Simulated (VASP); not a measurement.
TaOs3:

```xyz
4
Lattice="3.9150 0.0000 0.0000 0.0000 3.9150 0.0000 0.0000 0.0000 3.9150" Properties=species:S:1:pos:R:3 pbc="T T T"
Ta    0.0000    0.0000    0.0000
Os    0.0000    1.9575    1.9575
Os    1.9575    0.0000    1.9575
Os    1.9575    1.9575    0.0000
```

* Program: VASP 6.6.1
* Task: relaxation of volume and atoms at fixed shape
* Functional: LDA
* Potentials or basis: VASP PAW LDA potentials, release 64 (Ta_sv_GW, Os_sv_GW)
* Cutoff: 560 eV
* k mesh: 6 × 6 × 6
* Occupations: fermi-dirac, width 0.1 eV
* Spin: no spin polarisation

At the start: pressure -11.7 GPa; volume 15.00 Å³/atom.

Where does the relaxation end?

Over 4 steps the energy falls by 18.1 meV/atom and the volume is 14.52 Å³/atom (-3.2 %); space group Pm-3m (No. 221, to 0.1 Å) before and after.

The path:
| step | energy change (eV) | largest force (eV/Å) | pressure (GPa) | volume (Å³) |
| --- | --- | --- | --- | --- |
| 1 | 0.0000 | 0.0000 | -11.69 | 60.00 |
| 2 | 1.2392 | 0.0000 | 66.62 | 50.99 |
| 3 | -0.0722 | 0.0000 | -0.75 | 58.19 |
| 4 | -0.0725 | 0.0000 | -0.13 | 58.10 |

Final structure:
```cif
data_structure
_symmetry_space_group_name_H-M 'P 1'
_symmetry_Int_Tables_number 1
_cell_length_a 3.8730
_cell_length_b 3.8730
_cell_length_c 3.8730
_cell_angle_alpha 90.000
_cell_angle_beta 90.000
_cell_angle_gamma 90.000
_cell_volume 58.10
loop_
_atom_site_label
_atom_site_type_symbol
_atom_site_fract_x
_atom_site_fract_y
_atom_site_fract_z
_atom_site_occupancy
Ta1 Ta 0.00000 0.00000 0.00000 1
Os1 Os 0.00000 0.50000 0.50000 1
Os2 Os 0.50000 0.00000 0.50000 1
Os3 Os 0.50000 0.50000 0.00000 1
```
